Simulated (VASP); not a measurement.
Set up this calculation in VASP 6.6.1, as the native input.

```
Task                   : single point
Functional             : PBE
Dispersion             : D3(BJ)
Potentials or basis    : VASP PAW PBE potentials, release 64 (Se, Sn_d)
Cutoff                 : 520 eV
k mesh                 : 3 × 3 × 1
Occupations            : gaussian, width 0.05 eV
Spin                   : no spin polarisation
Dipole correction      : yes
Further INCAR settings : ALGO = Normal; EDIFF = 1e-06; NBANDS = 64
```

The structure of SnSe2 lies in POSCAR:

```
SnSe2
1.0
    7.6780971922      0.0000000000      0.0000000000
   -3.8390485961      6.6494272212      0.0000000000
    0.0000000000      0.0000000000     23.4909039997
Se Sn
8 4
Direct
    0.3333333333      0.1666666667      0.3405573494
    0.3333333333      0.6666666667      0.3405573494
    0.8333333333      0.1666666667      0.3405573494
    0.8333333333      0.6666666667      0.3405573494
    0.1668049981      0.3332728289      0.4762512484
    0.1663041770      0.8324987329      0.4763643983
    0.6665102434      0.3332513518      0.4762669324
    0.6671702283      0.8341636140      0.4763658169
    0.0000887725     -0.0000685524      0.4084569462
   -0.0000533595      0.4998787068      0.4083977661
    0.4999032820     -0.0000736244      0.4084599869
    0.5001581993      0.5002749052      0.4084797533
```

One way to write it, as run:

INCAR

```
PREC     = Accurate       # precision mode
ENCUT    = 520            # plane-wave cutoff, eV
EDIFF    = 1E-6           # SCF threshold, eV
ISMEAR   = 0              # smearing method
SIGMA    = 0.05           # smearing width, eV
LREAL    = False          # projectors in reciprocal space
LASPH    = True           # aspherical terms in the spheres
NELM     = 100            # most SCF steps
ALGO     = Normal         # electronic algorithm
ISIF     = 2              # what is computed and relaxed
LWAVE    = False          # write WAVECAR
LCHARG   = True           # write CHGCAR
LDIPOL   = True         
IDIPOL   = 3            
DIPOL    = 0.5 0.5 0.408
GGA      = PE             # functional
IVDW     = 12             # dispersion correction
LELF     = True           # ELF
LVHAR    = True         
LVACPOTAV= True         
NBANDS   = 64             # bands
```

KPOINTS

```
Automatic mesh
0
Gamma
  3 3 1
```

Potentials or basis: VASP PAW PBE potentials, release 64 (Se, Sn_d).

Launch:

```bash
$ cat potpaw_PBE.64/Se/POTCAR potpaw_PBE.64/Sn_d/POTCAR > POTCAR
$ mpirun -np 1 vasp_std > vasp.out
```

Results of the run:

| Quantity | Value |
| --- | --- |
| Largest force | 0.029 eV/Å |
| Band gap on the k mesh | 0.79 eV |
| Dispersion energy per atom | -0.251 eV |

Caveat: semilocal functionals underestimate gaps, and a narrow one can read as zero; spin-orbit coupling is left out, which moves the levels of the heavy elements.

It took 29 min on 1 thread of Intel(R) Xeon(R) Platinum 8259CL CPU @ 2.50GHz (Skylake/Cascade Lake) (shared host), peak memory 1.3 GiB.
